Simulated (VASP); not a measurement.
# TiB2 (P6/mmm) in VASP: a series of runs

TiB2 is run at these levels: PBEsol; tasks: single point.

Program: VASP 6.6.1. These are calculated values, not measurements. Logs are shortened: lines on timing, memory, paths and dates and some standing lists are left out, and cuts for length are marked.

## 1. The cell of the first run

It takes space group P6/mmm (No. 191, hexagonal). The conventional cell has a = 3.029 Å, b = 3.029 Å, c = 3.228 Å, α = 90.00°, β = 90.00°, γ = 120.00°. Ti (site symmetry 6/mmm) has 12 B at 2.38 Å and 6 Ti at 3.03 Å within 3.1 Å. B (site symmetry -6m2) has 3 B at 1.75 Å within 2.3 Å.

## 2. Single point, PBEsol

Input file INCAR:

```
  PREC = Accurate
  ENCUT = 520
  EDIFF = 1E-7
  ISMEAR = -1
  SIGMA = 0.03
  LREAL = F
  LASPH = T
  NELM = 60
  ALGO = Normal
  ISIF = 2
  LWAVE = F
  LCHARG = F
  GGA = PS
  NBANDS = 16
```

Input file KPOINTS:

```
regular mesh
0
Gamma
  14 14 11
```

Input file POSCAR:

```
TiB2
1.0
    3.0291982016      0.0000000000      0.0000000000
   -1.5145991008      2.6233625957      0.0000000000
    0.0000000000      0.0000000000      3.2284000000
Ti B
1 2
Direct
    0.0000000000      0.0000000000      0.0000000000
    0.3333333333      0.6666666667      0.5000000000
    0.6666666667      0.3333333333      0.5000000000
```

Potentials or basis: VASP PAW PBE potentials, release 64 (Ti_sv, B).

Command:

```bash
$ cat potpaw_PBE.64/Ti_sv/POTCAR potpaw_PBE.64/B/POTCAR > POTCAR
$ mpirun -np 1 vasp_std > vasp.out
```

OUTCAR:

```text
PREC = Accurate
   ENCUT = 520
   EDIFF = 1E-7
   ISMEAR = -1
   LREAL = F
   LASPH = T
   NELM = 60
   ISIF = 2
   GGA = PS

 ion  position               nearest neighbor table
   1  0.000  0.000  0.000-   2 2.38   3 2.38   2 2.38   3 2.38   3 2.38   3 2.38   2 2.38   2 2.38
                             3 2.38   3 2.38   2 2.38   2 2.38
   2  0.333  0.667  0.500-   3 1.75   3 1.75   3 1.75   1 2.38   1 2.38   1 2.38   1 2.38   1 2.38
                             1 2.38
   3  0.667  0.333  0.500-   2 1.75   2 1.75   2 1.75   1 2.38   1 2.38   1 2.38   1 2.38   1 2.38
                             1 2.38

  LATTYP: Found a hexagonal cell.
 ALAT       =     3.0291982016
 C/A-ratio  =     1.0657605693

  Lattice vectors:

 A1 = (   3.0291982016,   0.0000000000,   0.0000000000)
 A2 = (  -1.5145991008,   2.6233625957,   0.0000000000)
 A3 = (   0.0000000000,   0.0000000000,   3.2284000000)

Analysis of symmetry for initial positions (statically):
=====================================================================
 Subroutine PRICEL returns:
 Original cell was already a primitive cell.

 Routine SETGRP: Setting up the symmetry group for a
 hexagonal supercell.

 Subroutine GETGRP returns: Found 24 space group operations
 (whereof 24 operations were pure point group operations)
 out of a pool of 24 trial point group operations.

The static configuration has the point symmetry D_6h.

Analysis of symmetry for dynamics (positions and initial velocities):
=====================================================================
 Subroutine PRICEL returns:
 Original cell was already a primitive cell.

 Routine SETGRP: Setting up the symmetry group for a
 hexagonal supercell.

 Subroutine GETGRP returns: Found 24 space group operations
 (whereof 24 operations were pure point group operations)
 out of a pool of 24 trial point group operations.

The dynamic configuration has the point symmetry D_6h.

 Subroutine INISYM returns: Found 24 space group operations
 (whereof 24 operations are pure point group operations),
 and found     1 'primitive' translations

----------------------------------------------------------------------------------------

                                     Primitive cell

  volume of cell :      25.6551

  direct lattice vectors                    reciprocal lattice vectors
     3.029198202  0.000000000  0.000000000     0.330120360  0.190595079  0.000000000
    -1.514599101  2.623362596  0.000000000     0.000000000  0.381190157  0.000000000
[... 90 lines left out ...]
   NSW    =      0    number of steps for IOM
   IBRION =     -1    ionic relax: 0-MD 1-quasi-New 2-CG
   NFREE  =      0    steps in history (QN), initial steepest desc. (CG)
   ISIF   =      2    stress and relaxation
   ISYM   =      2    0-nonsym 1-usesym 2-fastsym
   POTIM  = 0.5000    time-step for ionic-motion
   TEBEG  =    0.0;   TEEND  =   0.0 temperature during run
   PSTRESS=    0.0 pullay stress
   NELECT =      18.0000    total number of electrons
   NUPDOWN=      -1.0000    fix difference up-down
   EMIN   =  10.00;   EMAX   =-10.00  energy-range for DOS
   EFERMI =   0.00;   METHOD = LEGACY
   ISMEAR =    -1;   SIGMA  =   0.03  broadening in eV -4-tet -1-fermi 0-gaus
   EFERMI_NEDOS =   21; number of points for ismear=-14 and -15
   IALGO  =     38    algorithm
   IMIX   =      4    mixing-type and parameters
     AMIX     =   0.40;   BMIX     =  1.00
     AMIX_MAG =   1.60;   BMIX_MAG =  1.00
  volume/ion in A,a.u.               =       8.55        57.71
  Fermi-wavevector in a.u.,A,eV,Ry     =   1.454704  2.748991 28.792144  2.116163
  Thomas-Fermi vector in A             =   2.571824
   LORBIT       =      0    0 simple, 1 ext, 2 COOP (PROOUT), +10 PAW based schemes
   GGA     = PS    functional components
   LHFCALC =     F    Hartree Fock is set to
   AEXX    =    0.0000 exact exchange contribution
   IVDW    =     0    specifies the selected vdW correction
   LEPSILON=     F    determine dielectric tensor
   LRPA    =     F    only Hartree local field effects (RPA)
 non-spin polarized calculation
  energy-cutoff  :      520.00
  volume of cell :       25.66
 maximum number of plane-waves:       721
 NGX is ok and might be reduce to    24
   NGX = 11   NGY = 11   NGZ = 13

 number of electron      18.0000002 magnetization

 Free energy of the ion-electron system (eV)
  ---------------------------------------------------
  ext. energy  EPLUGINS =         0.00000000
  ---------------------------------------------------
  free energy    TOTEN  =       -25.78397087 eV

  energy without entropy =      -25.78287546  energy(sigma->0) =      -25.78342317

 E-fermi :   9.9376     XC(G=0): -12.8721

 val. band max:        9.8705475324   @ k =   0.0714   0.0714   0.2727
 cond. band min:       9.9458733221   @ k =   0.0714  -0.0000   0.2727
 fundamental gap:      0.0753257897
 Fermi energy:         9.9376263637

 k-point     1 :       0.0000    0.0000    0.0000
  band No.  band energies     occupation
      1     -46.7934      2.00000
      2     -23.2541      2.00000
      3     -22.9314      2.00000
      4     -22.9314      2.00000
      5      -3.5635      2.00000
      6       7.3135      2.00000
[... 433 lines left out ...]
      3     -23.1847      2.00000
      4     -23.1751      2.00000
      5       1.3910      2.00000
      6       1.6119      2.00000
[... 8 lines left out ...]
     15      19.6191      0.00000
     16      20.3992      0.00000

 [... further k-points ...]

------------------------ aborting loop because EDIFF is reached ----------------------------------------

  FORCE on cell =-STRESS in cart. coord.  units (eV):
  Direction    XX          YY          ZZ          XY          YZ          ZX
  --------------------------------------------------------------------------------------
  -------------------------------------------------------------------------------------
  Total       -0.6103674     -0.6103674     -1.0853695      0.0000000      0.0000000      0.0000000
  in kB      -38.1178617    -38.1178617    -67.7820727      0.0000000      0.0000000      0.0000000
  external PRESSURE =     -48.0059320 kB  Pullay stress =       0.0000000 kB

 VOLUME and BASIS-vectors are now :
 -----------------------------------------------------------------------------
  energy-cutoff  :      520.00
  volume of cell :       25.66
      direct lattice vectors                 reciprocal lattice vectors
     3.029198202  0.000000000  0.000000000     0.330120360  0.190595079  0.000000000
    -1.514599101  2.623362596  0.000000000     0.000000000  0.381190157  0.000000000
     0.000000000  0.000000000  3.228400000     0.000000000  0.000000000  0.309750960

 POSITION                                       TOTAL-FORCE (eV/Angst)
 -----------------------------------------------------------------------------------
      0.00000      0.00000      0.00000        -0.000000      0.000000     -0.000000
     -0.00000      1.74891      1.61420        -0.000000      0.000000      0.000000
      1.51460      0.87445      1.61420         0.000000     -0.000000     -0.000000
 -----------------------------------------------------------------------------------
    total drift:                               -0.000000      0.000000      0.000000

  FREE ENERGIE OF THE ION-ELECTRON SYSTEM (eV)
  ---------------------------------------------------
  free  energy   TOTEN  =       -25.7839708709 eV

  energy  without entropy=      -25.7828754641  energy(sigma->0) =      -25.78342317
```

It took 27 s on 1 thread of Intel Xeon Platinum 8375C at 2.90GHz (Ice Lake), shared host; peak memory 0.18 GiB.

What came out:

```
Free energy            : -25.7840 eV
Pressure               : -4.8 GPa
Band gap on the k mesh : zero (band 9 reaches 10.38 eV, above the bottom of band 10 at 9.75 eV)
```

Caveat: the PAW data sets were made with another functional, which shifts forces and pressure a little.

## 3. Single point, PBEsol (volume scaled by 0.96)

Input file INCAR:

```
SYSTEM = TiB2
PREC = Accurate
ENCUT = 520
EDIFF = 1E-6
ISMEAR = -1
SIGMA = 0.03
LREAL = .FALSE.
LASPH = .TRUE.
NELM = 80
ALGO = Normal
ISIF = 2
LWAVE = .FALSE.
LCHARG = .TRUE.
GGA = PS
LELF = .TRUE.
LVHAR = .TRUE.
NBANDS = 16
```

Input file KPOINTS:

```
regular mesh
0
G
  14 14 11
  0 0 0
```

Input file POSCAR:

```
TiB2
1.0
    2.9882580721      0.0000000000      0.0000000000
   -1.4941290361      2.5879074035      0.0000000000
    0.0000000000      0.0000000000      3.1847676243
Ti B
1 2
Direct
    0.0000000000      0.0000000000      0.0000000000
    0.3333333333      0.6666666667      0.5000000000
    0.6666666667      0.3333333333      0.5000000000
```

Potentials or basis: VASP PAW PBE potentials, release 64 (Ti_sv, B).

Command:

```bash
$ cat potpaw_PBE.64/Ti_sv/POTCAR potpaw_PBE.64/B/POTCAR > POTCAR
$ mpirun -np 1 vasp_std > vasp.out
```

OUTCAR:

```text
SYSTEM = TiB2
   PREC = Accurate
   ENCUT = 520
   EDIFF = 1E-6
   ISMEAR = -1
   LREAL = .FALSE.
   LASPH = .TRUE.
   NELM = 80
   ISIF = 2
   GGA = PS

 ion  position               nearest neighbor table
   1  0.000  0.000  0.000-   2 2.35   3 2.35   2 2.35   3 2.35   3 2.35   3 2.35   2 2.35   2 2.35
                             3 2.35   3 2.35   2 2.35   2 2.35
   2  0.333  0.667  0.500-   3 1.73   3 1.73   3 1.73   1 2.35   1 2.35   1 2.35   1 2.35   1 2.35
                             1 2.35
   3  0.667  0.333  0.500-   2 1.73   2 1.73   2 1.73   1 2.35   1 2.35   1 2.35   1 2.35   1 2.35
                             1 2.35

  LATTYP: Found a hexagonal cell.
 ALAT       =     2.9882580721
 C/A-ratio  =     1.0657605694

  Lattice vectors:

 A1 = (   2.9882580721,   0.0000000000,   0.0000000000)
 A2 = (  -1.4941290361,   2.5879074035,   0.0000000000)
 A3 = (   0.0000000000,   0.0000000000,   3.1847676243)

Analysis of symmetry for initial positions (statically):
=====================================================================
 Subroutine PRICEL returns:
 Original cell was already a primitive cell.

 Routine SETGRP: Setting up the symmetry group for a
 hexagonal supercell.

 Subroutine GETGRP returns: Found 24 space group operations
 (whereof 24 operations were pure point group operations)
 out of a pool of 24 trial point group operations.

The static configuration has the point symmetry D_6h.

Analysis of symmetry for dynamics (positions and initial velocities):
=====================================================================
 Subroutine PRICEL returns:
 Original cell was already a primitive cell.

 Routine SETGRP: Setting up the symmetry group for a
 hexagonal supercell.

 Subroutine GETGRP returns: Found 24 space group operations
 (whereof 24 operations were pure point group operations)
 out of a pool of 24 trial point group operations.

The dynamic configuration has the point symmetry D_6h.

 Subroutine INISYM returns: Found 24 space group operations
 (whereof 24 operations are pure point group operations),
 and found     1 'primitive' translations
[... 119 lines left out ...]
  Fermi-wavevector in a.u.,A,eV,Ry     =   1.474634  2.786654 29.586472  2.174544
  Thomas-Fermi vector in A             =   2.589381
   LORBIT       =      0    0 simple, 1 ext, 2 COOP (PROOUT), +10 PAW based schemes
   GGA     = PS    functional components
   LHFCALC =     F    Hartree Fock is set to
   AEXX    =    0.0000 exact exchange contribution
   IVDW    =     0    specifies the selected vdW correction
   LEPSILON=     F    determine dielectric tensor
   LRPA    =     F    only Hartree local field effects (RPA)
 non-spin polarized calculation
  energy-cutoff  :      520.00
  volume of cell :       24.63
 maximum number of plane-waves:       684
 NGX is ok and might be reduce to    24
   NGX = 11   NGY = 11   NGZ = 11

 number of electron      17.9999999 magnetization

 Free energy of the ion-electron system (eV)
  ---------------------------------------------------
  ext. energy  EPLUGINS =         0.00000000
  ---------------------------------------------------
  free energy    TOTEN  =       -25.78014411 eV

  energy without entropy =      -25.77909273  energy(sigma->0) =      -25.77961842

 E-fermi :  10.3933     XC(G=0): -13.0702

 val. band max:       10.3209555042   @ k =   0.0714   0.0714   0.2727
 cond. band min:      10.4018055528   @ k =   0.0714   0.0000   0.2727
 fundamental gap:      0.0808500486
 Fermi energy:        10.3933120586

 k-point     1 :       0.0000    0.0000    0.0000
  band No.  band energies     occupation
      1     -46.2427      2.00000
      2     -22.7141      2.00000
      3     -22.3608      2.00000
      4     -22.3608      2.00000
      5      -3.3354      2.00000
      6       7.6761      2.00000
[... 433 lines left out ...]
      3     -22.6540      2.00000
      4     -22.6213      2.00000
      5       1.7620      2.00000
      6       1.9370      2.00000
[... 8 lines left out ...]
     15      20.4277      0.00000
     16      21.2570      0.00000

 [... further k-points ...]

------------------------ aborting loop because EDIFF is reached ----------------------------------------

  FORCE on cell =-STRESS in cart. coord.  units (eV):
  Direction    XX          YY          ZZ          XY          YZ          ZX
  --------------------------------------------------------------------------------------
  -------------------------------------------------------------------------------------
  Total        1.2366614      1.2366614      0.3878545     -0.0000000      0.0000000      0.0000000
  in kB       80.4482878     80.4482878     25.2310218     -0.0000000      0.0000000      0.0000000
  external PRESSURE =      62.0425325 kB  Pullay stress =       0.0000000 kB

 VOLUME and BASIS-vectors are now :
 -----------------------------------------------------------------------------
  energy-cutoff  :      520.00
  volume of cell :       24.63
      direct lattice vectors                 reciprocal lattice vectors
     2.988258072  0.000000000  0.000000000     0.334643118  0.193206295  0.000000000
    -1.494129036  2.587907404  0.000000000     0.000000000  0.386412589  0.000000000
     0.000000000  0.000000000  3.184767624     0.000000000  0.000000000  0.313994651

 POSITION                                       TOTAL-FORCE (eV/Angst)
 -----------------------------------------------------------------------------------
      0.00000      0.00000      0.00000         0.000000      0.000000      0.000000
     -0.00000      1.72527      1.59238        -0.000000      0.000000      0.000000
      1.49413      0.86264      1.59238         0.000000     -0.000000      0.000000
 -----------------------------------------------------------------------------------
    total drift:                               -0.000000      0.000000      0.000000

  FREE ENERGIE OF THE ION-ELECTRON SYSTEM (eV)
  ---------------------------------------------------
  free  energy   TOTEN  =       -25.7801441094 eV

  energy  without entropy=      -25.7790927341  energy(sigma->0) =      -25.77961842
```

OSZICAR:

```text
N       E                     dE             d eps       ncg     rms          rms(c)
DAV:   1     0.120284886904E+03    0.12028E+03   -0.90581E+03  4608   0.129E+03
DAV:   2    -0.240502320923E+02   -0.14434E+03   -0.13949E+03  4944   0.343E+02
DAV:   3    -0.307562209299E+02   -0.67060E+01   -0.66321E+01  6624   0.725E+01
DAV:   4    -0.309165496604E+02   -0.16033E+00   -0.16024E+00  5664   0.981E+00
DAV:   5    -0.309205256877E+02   -0.39760E-02   -0.39759E-02  6600   0.130E+00    0.180E+01
DAV:   6    -0.257733602458E+02    0.51472E+01   -0.19466E+01  6560   0.496E+01    0.402E+00
DAV:   7    -0.257777820310E+02   -0.44218E-02   -0.94325E-01  4904   0.109E+01    0.365E+00
DAV:   8    -0.257815652913E+02   -0.37833E-02   -0.77503E-02  7496   0.229E+00    0.645E-01
DAV:   9    -0.257803917204E+02    0.11736E-02   -0.24171E-02  5656   0.200E+00    0.201E-01
DAV:  10    -0.257802226356E+02    0.16908E-03   -0.28338E-03  6064   0.674E-01    0.107E-01
DAV:  11    -0.257801576449E+02    0.64991E-04   -0.22557E-04  5984   0.155E-01    0.594E-02
DAV:  12    -0.257801441237E+02    0.13521E-04   -0.61110E-05  6192   0.930E-02    0.997E-03
DAV:  13    -0.257801441094E+02    0.14322E-07   -0.41953E-06  5576   0.216E-02
   1 F= -.25780144E+02 E0= -.25779618E+02  d E =-.105138E-02
```

It took 50 s on 1 thread of Intel Xeon 8259CL, shared host; peak memory 0.18 GiB.

What came out:

```
Free energy            : -25.7801 eV
Pressure               : 6.2 GPa
Band gap on the k mesh : zero (band 9 reaches 10.87 eV, above the bottom of band 10 at 10.19 eV)
```

Stress tensor (GPa, compression positive):
```
8.04 0.00 0.00
0.00 8.04 0.00
0.00 0.00 2.52
```

Levels at points of the mesh, in eV from the Fermi level:
```csv
k point,band 6,band 7,band 8,band 9,band 10,band 11,band 12,band 13
"(0.00, 0.00, 0.00)",-2.72,-2.72,-2.35,-2.29,1.98,1.98,3.84,3.84
"(0.50, 0.00, 0.00)",-9.28,-3.39,-3.34,-2.43,1.38,2.89,3.40,3.46
```

Caveat: the PAW data sets were made with another functional, which shifts forces and pressure a little.
